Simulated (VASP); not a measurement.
# CoSi2 (Fm-3m) in VASP: notebook

Runs on CoSi2. Level: PBEsol. Tasks: single point.

All numbers are computed with VASP 6.6.1; they aren't measurements. Logs are shortened: lines on timing, memory, paths and dates and some standing lists are left out, and cuts for length are marked.

## Step 1: The cell of the first run

It takes space group Fm-3m (No. 225, cubic). The conventional cell has a = 5.313 Å, b = 5.313 Å, c = 5.313 Å, α = 90.00°, β = 90.00°, γ = 90.00°. Co (site symmetry m-3m) has 8 Si at 2.30 Å within 3.0 Å. Within 3.0 Å of Si (site symmetry -43m) lie 4 Co at 2.30 Å and 6 Si at 2.66 Å.

## Step 2: Single point, PBEsol

Input file INCAR:

```
SYSTEM = CoSi2
ALGO = Normal
EDIFF = 1E-6
ENCUT = 520
GGA = PS
ISIF = 2
ISMEAR = 0
ISYM = 0
LASPH = .TRUE.
LCHARG = .FALSE.
LREAL = .FALSE.
LWAVE = .FALSE.
NBANDS = 16
NELM = 60
PREC = Accurate
SIGMA = 0.1
```

Input file KPOINTS:

```
k-points
0
G
  9 9 11
  0 0 0
```

Input file POSCAR:

```
CoSi2
1.0
    3.7565103795      0.0000000000      0.0000000000
   -1.8782551897      3.2532334182      0.0000000000
    1.8782551897      1.0844111394      3.0671778811
Co Si
1 2
Direct
    0.0000000000      0.0000000000      0.0000000000
    0.5000000000      0.7500000000      0.7500000000
    0.5000000000      0.2500000000      0.2500000000
```

Potentials or basis: VASP PAW PBE potentials, release 64 (Co, Si).

Launch:

```sh
$ cat potpaw_PBE.64/Co/POTCAR potpaw_PBE.64/Si/POTCAR > POTCAR
$ mpirun -np 1 vasp_std > vasp.out
```

OUTCAR:

```text
SYSTEM = CoSi2
   EDIFF = 1E-6
   ENCUT = 520
   GGA = PS
   ISIF = 2
   ISMEAR = 0
   ISYM = 0
   LASPH = .TRUE.
   LREAL = .FALSE.
   NELM = 60
   PREC = Accurate

 ion  position               nearest neighbor table
   1  0.000  0.000  0.000-   2 2.30   3 2.30   3 2.30   2 2.30   3 2.30   2 2.30   2 2.30   3 2.30

   2  0.500  0.750  0.750-   1 2.30   1 2.30   1 2.30   1 2.30   3 2.66   3 2.66   3 2.66   3 2.66
                             3 2.66   3 2.66
   3  0.500  0.250  0.250-   1 2.30   1 2.30   1 2.30   1 2.30   2 2.66   2 2.66   2 2.66   2 2.66
                             2 2.66   2 2.66

IMPORTANT INFORMATION: All symmetrisations will be switched off!
NOSYMM: (Re-)initialisation of all symmetry stuff for point group C_1.

----------------------------------------------------------------------------------------

                                     Primitive cell

  volume of cell :      37.4834

  direct lattice vectors                    reciprocal lattice vectors
     3.756510379  0.000000000  0.000000000     0.266204509  0.153693245 -0.217355071
    -1.878255190  3.253233418  0.000000000     0.000000000  0.307386490 -0.108677536
     1.878255190  1.084411139  3.067177881     0.000000000  0.000000000  0.326032607

  length of vectors
     3.756510379  3.756510379  3.756510379     0.376470027  0.326032607  0.326032607

  position of ions in fractional coordinates (direct lattice)
     0.000000000  0.000000000  0.000000000
     0.500000000  0.750000000  0.750000000
     0.500000000  0.250000000  0.250000000

  ion indices of the primitive-cell ions
   primitive index   ion index
                 1           1
                 2           2
                 3           3

----------------------------------------------------------------------------------------

 KPOINTS: k-points

Automatic generation of k-mesh.
 Grid dimensions read from file:
 generate k-points for:    9    9   11

 Generating k-lattice:

  Cartesian coordinates                     Fractional coordinates (reciprocal lattice)
     0.029578279  0.017077027 -0.024150563     0.111111111  0.000000000  0.000000000
     0.000000000  0.034154054 -0.012075282     0.000000000  0.111111111 -0.000000000
     0.000000000  0.000000000  0.029639328     0.000000000  0.000000000  0.090909091

  Length of vectors
     0.041830003  0.036225845  0.029639328

  Shift w.r.t. Gamma in fractional coordinates (k-lattice)
     0.000000000  0.000000000  0.000000000

 -----------------------------------------------------------------------------
|                                                                             |
|           W    W    AA    RRRRR   N    N  II  N    N   GGGG   !!!           |
|           W    W   A  A   R    R  NN   N  II  NN   N  G    G  !!!           |
|           W    W  A    A  R    R  N N  N  II  N N  N  G       !!!           |
|           W WW W  AAAAAA  RRRRR   N  N N  II  N  N N  G  GGG   !            |
|           WW  WW  A    A  R   R   N   NN  II  N   NN  G    G                |
|           W    W  A    A  R    R  N    N  II  N    N   GGGG   !!!           |
|                                                                             |
|     Your reciprocal lattice and k-lattice belong to different lattice       |
|     classes:                                                                |
|                                                                             |
|        The reciprocal lattice is body-centered cubic,                       |
|        whereas your k-lattice is base-centered monoclinic.                  |
|                                                                             |
|     Results are often still useful ...                                      |
|                                                                             |
 -----------------------------------------------------------------------------

 WARNING: IBZKPT: internal override: KBLOWUP is changed to .FALSE.
      ... skipping the blow-up phase ...

 Subroutine IBZKPT returns following result:
 ===========================================

 Found    446 irreducible k-points:

 Following reciprocal coordinates:
            Coordinates               Weight
  0.000000  0.000000  0.000000      1.000000
  0.111111  0.000000  0.000000      2.000000
  0.222222  0.000000  0.000000      2.000000
  0.333333  0.000000  0.000000      2.000000
  0.444444  0.000000  0.000000      2.000000
  0.000000  0.111111 -0.000000      2.000000
[... 16 lines left out ...]
 -0.111111  0.222222  0.000000      2.000000
  0.000000  0.333333  0.000000      2.000000
 [... further k-points ...]
   k-points           NKPTS =    446   k-points in BZ     NKDIM =    446   number of bands    NBANDS=     16
   number of dos      NEDOS =    301   number of ions     NIONS =      3
   total plane-waves  NPLWV =  21952
   dimension x,y,z NGX =    28 NGY =   28 NGZ =   28
   dimension x,y,z NGXF=    56 NGYF=   56 NGZF=   56
   ions per type =               1   2
   NGX,Y,Z   is equivalent  to a cutoff of  12.39, 12.39, 12.39 a.u.
   NGXF,Y,Z  is equivalent  to a cutoff of  24.78, 24.78, 24.78 a.u.
 SYSTEM =  CoSi2
   PREC   = accura    normal or accurate (medium, high low for compatibility)
   ISTART =      0    job   : 0-new  1-cont  2-samecut
   ICHARG =      2    charge: 1-file 2-atom 10-const
   ISPIN  =      1    spin polarized calculation?
   LNONCOLLINEAR =      F non collinear calculations
   LSORBIT =      F    spin-orbit coupling
   LASPH  =      T    aspherical Exc in radial PAW
   ENCUT  =  520.0 eV  38.22 Ry    6.18 a.u.   6.98  6.98  6.98*2*pi/ulx,y,z
   NELM   =     60;   NELMIN=  2; NELMDL= -5     # of ELM steps
   EDIFF  = 0.1E-05   stopping-criterion for ELM
   LREAL  =      F    real-space projection
   EDIFFG = 0.1E-04   stopping-criterion for IOM
   NSW    =      0    number of steps for IOM
   IBRION =     -1    ionic relax: 0-MD 1-quasi-New 2-CG
   NFREE  =      0    steps in history (QN), initial steepest desc. (CG)
   ISIF   =      2    stress and relaxation
   ISYM   =      0    0-nonsym 1-usesym 2-fastsym
   POTIM  = 0.5000    time-step for ionic-motion
   TEBEG  =    0.0;   TEEND  =   0.0 temperature during run
   PSTRESS=    0.0 pullay stress
   NELECT =      17.0000    total number of electrons
   NUPDOWN=      -1.0000    fix difference up-down
   EMIN   =  10.00;   EMAX   =-10.00  energy-range for DOS
   EFERMI =   0.00;   METHOD = LEGACY
   ISMEAR =     0;   SIGMA  =   0.10  broadening in eV -4-tet -1-fermi 0-gaus
   EFERMI_NEDOS =   21; number of points for ismear=-14 and -15
   IALGO  =     38    algorithm
   IMIX   =      4    mixing-type and parameters
     AMIX     =   0.40;   BMIX     =  1.00
     AMIX_MAG =   1.60;   BMIX_MAG =  1.00
  volume/ion in A,a.u.               =      12.49        84.32
  Fermi-wavevector in a.u.,A,eV,Ry     =   1.257800  2.376897 21.525240  1.582061
  Thomas-Fermi vector in A             =   2.391441
   LORBIT       =      0    0 simple, 1 ext, 2 COOP (PROOUT), +10 PAW based schemes
   GGA     = PS    functional components
   LHFCALC =     F    Hartree Fock is set to
   AEXX    =    0.0000 exact exchange contribution
   IVDW    =     0    specifies the selected vdW correction
   LEPSILON=     F    determine dielectric tensor
   LRPA    =     F    only Hartree local field effects (RPA)
 non-spin polarized calculation
 Gauss-broadening in eV      SIGMA  =   0.10
  energy-cutoff  :      520.00
  volume of cell :       37.48
 maximum number of plane-waves:      1023
   NGX = 13   NGY = 13   NGZ = 13

 number of electron      17.0000005 magnetization

 Free energy of the ion-electron system (eV)
  ---------------------------------------------------
  ext. energy  EPLUGINS =         0.00000000
  ---------------------------------------------------
  free energy    TOTEN  =       -20.98417506 eV

  energy without entropy =      -20.97924693  energy(sigma->0) =      -20.98171100

 E-fermi :  10.3226     XC(G=0): -11.9677

 val. band max:       10.3166681650   @ k =   0.1111   0.2222   0.0000
 cond. band min:      10.3299007662   @ k =   0.2222   0.0000   0.0000
 fundamental gap:      0.0132326013
 Fermi energy:        10.3225857447

 k-point     1 :       0.0000    0.0000    0.0000
  band No.  band energies     occupation
      1      -2.9807      2.00000
      2       6.1386      2.00000
      3       6.1397      2.00000
      4       6.1399      2.00000
      5       8.3463      2.00000
      6       8.3474      2.00000
[... 8 lines left out ...]
     15      16.0929      0.00000
     16      16.0932      0.00000

 k-point     2 :       0.1111    0.0000    0.0000
  band No.  band energies     occupation
      1      -2.7260      2.00000
      2       5.7407      2.00000
      3       6.1532      2.00000
      4       6.1537      2.00000
      5       8.1017      2.00000
      6       8.4127      2.00000
[... 8 lines left out ...]
     15      16.3902      0.00000
     16      16.3909      0.00000

 k-point     3 :       0.2222    0.0000    0.0000
  band No.  band energies     occupation
      1      -1.9712      2.00000
      2       4.9532      2.00000
      3       6.2179      2.00000
      4       6.2183      2.00000
      5       7.2422      2.00000
      6       8.5855      2.00000
[... 8 lines left out ...]
     15      18.7382      0.00000
     16      18.8083      0.00000

 k-point     4 :       0.3333    0.0000    0.0000
  band No.  band energies     occupation
      1      -0.7528      2.00000
      2       4.2658      2.00000
      3       5.5206      2.00000
      4       6.3711      2.00000
      5       6.3713      2.00000
      6       8.7906      2.00000
[... 8 lines left out ...]
     15      18.8447      0.00000
     16      21.8871      0.00000
[... 324 lines left out ...]
 k-point    22 :      -0.2222    0.2222   -0.0000
  band No.  band energies     occupation
      1      -2.2231      2.00000
      2       4.5816      2.00000
      3       6.3746      2.00000
      4       6.3752      2.00000
      5       8.2050      2.00000
      6       8.2061      2.00000
[... 8 lines left out ...]
     15      16.6457      0.00000
     16      17.5661      0.00000

 k-point    23 :      -0.1111    0.2222    0.0000
  band No.  band energies     occupation
      1      -2.4734      2.00000
      2       5.1889      2.00000
      3       6.0974      2.00000
      4       6.3973      2.00000
      5       8.0656      2.00000
      6       8.3577      2.00000
[... 8 lines left out ...]
     15      16.6421      0.00000
     16      17.5236      0.00000

 k-point    24 :       0.0000    0.3333    0.0000
  band No.  band energies     occupation
      1      -1.3032      2.00000
      2       3.0814      2.00000
      3       6.5445      2.00000
      4       6.5450      2.00000
      5       8.2724      2.00000
      6       8.2737      2.00000
[... 8 lines left out ...]
     15      18.3957      0.00000
     16      19.1923      0.00000

 [... further k-points ...]

------------------------ aborting loop because EDIFF is reached ----------------------------------------

  FORCE on cell =-STRESS in cart. coord.  units (eV):
  Direction    XX          YY          ZZ          XY          YZ          ZX
  --------------------------------------------------------------------------------------
  -------------------------------------------------------------------------------------
  Total        0.0030527      0.0049099      0.0191173     -0.0016216     -0.0018311     -0.0031678
  in kB        0.1304853      0.2098680      0.8171428     -0.0693113     -0.0782689     -0.1354023
  external PRESSURE =       0.3858321 kB  Pullay stress =       0.0000000 kB

 VOLUME and BASIS-vectors are now :
 -----------------------------------------------------------------------------
  energy-cutoff  :      520.00
  volume of cell :       37.48
      direct lattice vectors                 reciprocal lattice vectors
     3.756510379  0.000000000  0.000000000     0.266204509  0.153693245 -0.217355071
    -1.878255190  3.253233418  0.000000000     0.000000000  0.307386490 -0.108677536
     1.878255190  1.084411139  3.067177881     0.000000000  0.000000000  0.326032607

 POSITION                                       TOTAL-FORCE (eV/Angst)
 -----------------------------------------------------------------------------------
      0.00000      0.00000      0.00000         0.000001      0.000001     -0.000001
      1.87826      3.25323      2.30038         0.002760      0.001593     -0.008257
      1.87826      1.08441      0.76679        -0.002761     -0.001594      0.008258
 -----------------------------------------------------------------------------------
    total drift:                                0.000001      0.000001     -0.000001

  FREE ENERGIE OF THE ION-ELECTRON SYSTEM (eV)
  ---------------------------------------------------
  free  energy   TOTEN  =       -20.9841750645 eV

  energy  without entropy=      -20.9792469300  energy(sigma->0) =      -20.98171100
```

It took 6 min on 1 thread of Intel Xeon 8259CL, shared host; peak memory 0.37 GiB.

Results:

```yaml
Free_energy: -20.9842 eV
Pressure: 0.0 GPa
Band_gap_on_the_k_mesh: zero (an odd number of electrons rules out a gap without spin polarisation)
```

Caveat: the PAW data sets were made with another functional, which shifts forces and pressure a little; the run has no spin polarisation, though such a crystal can be magnetic. Spin polarisation is off, so any magnetic state and its effect on volume and gap are missing.

## Step 3: Single point, PBEsol

This run uses another cell than the first one: it holds 6 atoms, not 3.

Input file INCAR:

```
SYSTEM = CoSi2
PREC     = Accurate       ! precision mode
ENCUT    = 520            ! plane-wave cutoff, eV
EDIFF    = 1E-6           ! SCF threshold, eV
ISMEAR   = 0              ! smearing method
SIGMA    = 0.15           ! smearing width, eV
LREAL    = .False.        ! projectors in reciprocal space
LASPH    = .True.         ! aspherical terms in the spheres
NELM     = 100            ! most SCF steps
ALGO     = Normal         ! electronic algorithm
ISIF     = 2              ! what is computed and relaxed
LWAVE    = .False.        ! write WAVECAR
LCHARG   = .False.        ! write CHGCAR
GGA      = PS             ! functional
NBANDS   = 26             ! bands
ISYM     = 0
```

Input file KPOINTS:

```
regular mesh
0
Gamma
  12 12 10
  0 0 0
```

Input file POSCAR:

```
CoSi2
1.0
    0.0000000000     -2.6562539695     -2.6562539695
   -2.6562539695      0.0000000000     -2.6562539695
    2.6562539695      2.6562539695     -5.3125079389
Co Si
2 4
Direct
    0.0000000000      0.0000000000      0.0000000000
    0.5000000000      0.5000000000      0.5000000000
    0.1250000000      0.1250000000      0.6250000000
    0.6250000000      0.6250000000      0.1250000000
    0.3750000000      0.3750000000      0.8750000000
    0.8750000000      0.8750000000      0.3750000000
```

Potentials or basis: VASP PAW PBE potentials, release 64 (Co, Si).

Launch:

```sh
$ cat potpaw_PBE.64/Co/POTCAR potpaw_PBE.64/Si/POTCAR > POTCAR
$ mpirun -np 1 vasp_std > vasp.out
```

Wall time 15 min (1 thread of Intel Xeon 6975P-C (Granite Rapids), shared host); peak memory 1.1 GiB.

Results (log left out):

- Free energy: -41.9753 eV
- Pressure: 0.1 GPa
- Band gap on the k mesh: zero (bands 17 and 18 overlap by 3.56 eV)

Levels at points of the mesh, in eV from the Fermi level:
| k point | band 15 | band 16 | band 17 | band 18 | band 19 | band 20 |
| --- | --- | --- | --- | --- | --- | --- |
| (0.00, 0.00, 0.00) | -0.46 | 1.05 | 2.75 | 3.45 | 3.45 | 3.45 |
| (0.50, 0.00, 0.00) | -1.05 | -1.05 | -0.81 | -0.81 | 2.08 | 2.08 |
| (0.00, 0.50, 0.00) | -1.05 | -1.05 | -0.81 | -0.81 | 2.08 | 2.08 |
| (0.50, 0.50, 0.00) | -1.68 | -1.37 | -0.46 | -0.46 | 1.70 | 2.75 |
| (0.00, 0.00, 0.50) | 1.24 | 1.24 | 1.24 | 1.24 | 2.46 | 2.46 |
| (0.50, 0.00, 0.50) | -1.68 | -1.37 | -0.46 | -0.46 | 1.70 | 2.75 |
| (0.00, 0.50, 0.50) | -1.68 | -1.37 | -0.46 | -0.46 | 1.70 | 2.75 |
| (0.50, 0.50, 0.50) | -1.05 | -1.05 | -0.81 | -0.81 | 2.08 | 2.08 |

Caveat: the PAW data sets were made with another functional, which shifts forces and pressure a little; the run has no spin polarisation, though such a crystal can be magnetic.
